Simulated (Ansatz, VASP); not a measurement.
## Al2O3 in VASP and in Ansatz

INCAR

```
PREC = Accurate
ENCUT = 520
EDIFF = 1E-6
ISMEAR = 0
SIGMA = 0.05
LREAL = False
LASPH = True
NELM = 100
ALGO = Normal
ISIF = 2
LWAVE = False
LCHARG = False
GGA = PS
NBANDS = 35
```

File KPOINTS:

```
Automatic mesh
0
Gamma
  6 6 6
```

File POSCAR:

```
Al2O3
1.0
    2.5032663946      1.4452615268      3.9429783403
   -2.5032663946      1.4452615268      3.9429783403
    0.0000000000     -2.8905230535      3.9429783403
Al O
4 6
Direct
    0.8443505149      0.8443505149      0.8443505149
    0.6556494851      0.6556494851      0.6556494851
    0.1556494851      0.1556494851      0.1556494851
    0.3443505149      0.3443505149      0.3443505149
    0.0558571577      0.4441428423      0.7500000000
    0.7500000000      0.0558571577      0.4441428423
    0.4441428423      0.7500000000      0.0558571577
    0.9441428423      0.5558571577      0.2500000000
    0.2500000000      0.9441428423      0.5558571577
    0.5558571577      0.2500000000      0.9441428423
```

Input for Ansatz:

```yaml
crystal:
  lattice:
    - [2.5032663946, 1.4452615268, 3.9429783403]
    - [-2.5032663946, 1.4452615268, 3.9429783403]
    - [0.0, -2.8905230535, 3.9429783403]
  atoms:
    - { symbol: Al, position: [0.8443505149, 0.8443505149, 0.8443505149] }
    - { symbol: Al, position: [0.6556494851, 0.6556494851, 0.6556494851] }
    - { symbol: Al, position: [0.1556494851, 0.1556494851, 0.1556494851] }
    - { symbol: Al, position: [0.3443505149, 0.3443505149, 0.3443505149] }
    - { symbol: O, position: [0.0558571577, 0.4441428423, 0.75] }
    - { symbol: O, position: [0.75, 0.0558571577, 0.4441428423] }
    - { symbol: O, position: [0.4441428423, 0.75, 0.0558571577] }
    - { symbol: O, position: [0.9441428423, 0.5558571577, 0.25] }
    - { symbol: O, position: [0.25, 0.9441428423, 0.5558571577] }
    - { symbol: O, position: [0.5558571577, 0.25, 0.9441428423] }
basis:
  ecutwfc: 520.0
kpoints:
  mp_grid: { grid: [6, 6, 6] }
hamiltonian:
  xc: pbesol
  pseudopotentials: { kind: paw, azcp: { folder: soft_1 } }
scf:
  occupations: { method: gaussian, width: 0.05 }
output:
  forces: true
  stress: true
  eigenvalues: true
```

Alike in both runs: task single point; functional PBEsol; k mesh 6 × 6 × 6; occupations gaussian, width 0.05 eV; no spin polarisation.

|  | VASP | Ansatz |
| --- | --- | --- |
| version | VASP 6.6.1 | Ansatz 0.2.0 |
| potentials or method | VASP PAW PBE potentials, release 64 (Al, O), cutoff 520 eV | scalar-relativistic, plane waves, PAW |
| valence electrons in the cell | 48 | 48 |

|  | VASP | Ansatz | Ansatz less VASP |
| --- | --- | --- | --- |
| gap on the k mesh at the Fermi level (eV) | 4.84 | 4.84 | +0.001 |
| least direct gap on the mesh (eV) | 4.84 | 4.84 | +0.001 |
| pressure (GPa) | 4.1 | 3.9 | -0.20 |
| traceless stress, the component that is largest in VASP (GPa) | 45.95 | 45.89 | -0.059 |
| rms of the force components (eV/Å) | 1.556 | 1.541 | -0.0153 |

VASP's potentials were made for PBE, not for PBEsol, and Ansatz warns of the same on its side. Atom by atom the forces differ by 0.018 eV/Å (rms over components).
